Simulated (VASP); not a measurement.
Wanted: the native input for a VASP 6.6.1 run.

- Task: single point
- Functional: r2SCAN
- Potentials or basis: VASP PAW PBE potentials, release 64 (Cd, N, Si)
- Cutoff: 520 eV
- k mesh: 8 × 8 × 2
- Occupations: fermi-dirac, width 0.02 eV
- Spin: no spin polarisation
- Dipole correction: no
- Further INCAR settings: ALGO = Normal; EDIFF = 1e-07; NBANDS = 36

The system is CdSiN2.

```
Cd N Si
1.0
     3.11994    0.00000    0.00000
     0.00000    3.11994    0.00000
     0.00000    0.00000   10.41802
Cd N Si
2 4 2
Direct
  0.50000 0.00000 0.86162
  0.00000 0.50000 0.13838
  0.50000 0.50000 0.00000
  0.00000 0.00000 0.32471
  0.50000 0.50000 0.50000
  0.00000 0.00000 0.67529
  0.50000 0.00000 0.39568
  0.00000 0.50000 0.60432
```

One way to write it, as run:

POSCAR

```
CdSiN2
1.0
    3.1199380992      0.0000000000      0.0000000000
    0.0000000000      3.1199380992      0.0000000000
    0.0000000000      0.0000000000     10.4180198298
Cd N Si
2 4 2
Direct
    0.5000000000      0.0000000000      0.8616232094
    0.0000000000      0.5000000000      0.1383767906
    0.5000000000      0.5000000000      0.0000000000
    0.0000000000      0.0000000000      0.3247102099
    0.5000000000      0.5000000000      0.5000000000
    0.0000000000      0.0000000000      0.6752897901
    0.5000000000      0.0000000000      0.3956755403
    0.0000000000      0.5000000000      0.6043244597
```

INCAR.step1

```
SYSTEM = CdSiN2
ALGO     = Normal         ! electronic algorithm
EDIFF    = 1E-4           ! SCF threshold, eV
ENCUT    = 520            ! plane-wave cutoff, eV
GGA      = PE             ! functional
ISMEAR   = -1             ! smearing method
LASPH    = .True.         ! aspherical terms in the spheres
LCHARG   = .False.        ! write CHGCAR
LREAL    = .False.        ! projectors in reciprocal space
LWAVE    = .True.         ! write WAVECAR
NBANDS   = 36             ! bands
NELM     = 60             ! most SCF steps
PREC     = Accurate       ! precision mode
SIGMA    = 0.02           ! smearing width, eV
```

INCAR.step2

```
SYSTEM = CdSiN2
ALGO     = Normal         ! electronic algorithm
EDIFF    = 1E-7           ! SCF threshold, eV
ENCUT    = 520            ! plane-wave cutoff, eV
ISIF     = 2              ! what is computed and relaxed
ISMEAR   = -1             ! smearing method
ISTART   = 1            
LASPH    = .True.         ! aspherical terms in the spheres
LCHARG   = .False.        ! write CHGCAR
LMIXTAU  = .True.       
LREAL    = .False.        ! projectors in reciprocal space
LWAVE    = .False.        ! write WAVECAR
METAGGA  = R2SCAN         ! meta-GGA
NBANDS   = 36             ! bands
NELM     = 60             ! most SCF steps
PREC     = Accurate       ! precision mode
SIGMA    = 0.02           ! smearing width, eV
```

KPOINTS

```
k-points
0
Gamma
  8 8 2
  0 0 0
```

Potentials or basis: VASP PAW PBE potentials, release 64 (Cd, N, Si).

Run with:

```sh
$ cat potpaw_PBE.64/Cd/POTCAR potpaw_PBE.64/N/POTCAR potpaw_PBE.64/Si/POTCAR > POTCAR
$ cp INCAR.step1 INCAR
$ mpirun -np 1 vasp_std > vasp.out
$ cp INCAR.step2 INCAR
$ mpirun -np 1 vasp_std > vasp.out
```

Results of the run:

```
Pressure               : -4.1 GPa
Largest force          : 0.229 eV/Å
Band gap on the k mesh : zero (bands 26 and 27 overlap by 0.41 eV)
```

Caveat: the cell stands under tension; the PAW data sets were made with another functional, which shifts forces and pressure a little.

Wall time 3.8 min on 1 thread of AMD EPYC 9R45 96-Core Processor (Zen 5), with other jobs on the host, peak memory 0.24 GiB.
